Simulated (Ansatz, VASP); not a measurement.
# Two plane-wave programs on GaN

The input INCAR:

```
ALGO     = Normal         # electronic algorithm
EDIFF    = 1E-6           # SCF threshold, eV
ENCUT    = 520            # plane-wave cutoff, eV
GGA      = PE             # functional
ISIF     = 2              # what is computed and relaxed
ISMEAR   = 0              # smearing method
LASPH    = True           # aspherical terms in the spheres
LCHARG   = False          # write CHGCAR
LREAL    = False          # projectors in reciprocal space
LWAVE    = False          # write WAVECAR
NBANDS   = 16             # bands
NELM     = 60             # most SCF steps
PREC     = Accurate       # precision mode
SIGMA    = 0.05           # smearing width, eV
```

Contents of KPOINTS:

```
k-points
0
Gamma
  12 12 12
```

The input POSCAR:

```
GaN
1.0
    0.0000000000      2.2535006075      2.2535006075
    2.2535006075      0.0000000000      2.2535006075
    2.2535006075      2.2535006075      0.0000000000
Ga N
1 1
Direct
    0.0332815530      0.0332815530     -0.0332815530
    0.7500000000      0.7500000000      0.7500000000
```

Input for Ansatz:

```yaml
crystal:
  lattice:
    - [0.0, 2.2535006075, 2.2535006075]
    - [2.2535006075, 0.0, 2.2535006075]
    - [2.2535006075, 2.2535006075, 0.0]
  atoms:
    - { symbol: Ga, position: [0.033281553, 0.033281553, -0.033281553] }
    - { symbol: "N", position: [0.75, 0.75, 0.75] }
basis:
  ecutwfc: 500
  fft_grid_basis: typed
kpoints:
  mp_grid: { grid: [12, 12, 12] }
hamiltonian:
  xc: pbe
  pseudopotentials: { kind: paw }
scf:
  occupations: { method: gaussian, width: 0.05 }
output:
  forces: true
  stress: true
  eigenvalues: true
  bader: true
  write_density: true
  volumetric_format: npy
```

Alike in both runs: task single point; functional PBE; k mesh 12 × 12 × 12; occupations gaussian, width 0.05 eV; no spin polarisation.

|  | VASP | Ansatz |
| --- | --- | --- |
| version | VASP 6.6.1 | Ansatz 0.2.0 |
| potentials or method | VASP PAW PBE potentials, release 64 (Ga_d, N), cutoff 520 eV | scalar-relativistic, plane waves, PAW |
| valence electrons in the cell | 18 | 18 |

|  | VASP | Ansatz | Ansatz less VASP |
| --- | --- | --- | --- |
| gap on the k mesh at the Fermi level (eV) | 1.51 | 1.51 | -0.003 |
| pressure (GPa) | 7.2 | 7.2 | -0.01 |
| traceless stress, the component that is largest in VASP (GPa) | -9.03 | -9.26 | -0.237 |
| rms of the force components (eV/Å) | 1.030 | 1.046 | +0.0163 |

Atom by atom the forces differ by 0.016 eV/Å (rms over components).
